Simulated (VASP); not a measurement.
Wanted: the native input for a VASP 6.6.1 run.

* Task: single point
* Functional: PBE
* Potentials or basis: VASP PAW PBE potentials, release 64 (Ga_d, P)
* Cutoff: 500 eV
* k mesh: 8 × 8 × 8
* Occupations: gaussian, width 0.01 eV
* Spin: no spin polarisation
* Dipole correction: no
* Further INCAR settings: ALGO = Normal; EDIFF = 1e-06; NBANDS = 16

The structure of GaP lies in POSCAR:

```
GaP
1.0
    3.8540860000      0.0000000000      0.0000000000
    1.9270430000      3.3377363844      0.0000000000
    1.9270430000      1.1125787948      3.1468480416
Ga P
1 1
Direct
    0.0000000000      0.0000000000      0.0000000000
    0.2500000000      0.2500000000      0.2500000000
```

The input as run:

INCAR

```
SYSTEM = GaP
ALGO = Normal ; EDIFF = 1E-6
ENCUT = 500 ; GGA = PE
GGA_COMPAT = .False. ; ISIF = 2
ISMEAR = 0 ; LASPH = .True.
LCHARG = .False. ; LREAL = .False.
LWAVE = .False. ; NBANDS = 16
NELM = 120 ; PREC = Accurate
SIGMA = 0.01
```

KPOINTS

```
k-points
0
Gamma
  8 8 8
  0 0 0
```

Potentials or basis: VASP PAW PBE potentials, release 64 (Ga_d, P).

Command:

```sh
$ cat potpaw_PBE.64/Ga_d/POTCAR potpaw_PBE.64/P/POTCAR > POTCAR
$ mpirun -np 1 vasp_std > vasp.out
```

Results of the run:

* Pressure: 2.4 GPa
* Band gap on the k mesh: 1.64 eV, indirect (least direct gap 1.83 eV)

It took 11 s on 1 thread of AMD EPYC 9R45 96-Core Processor (Zen 5) (shared host), peak memory 0.13 GiB.
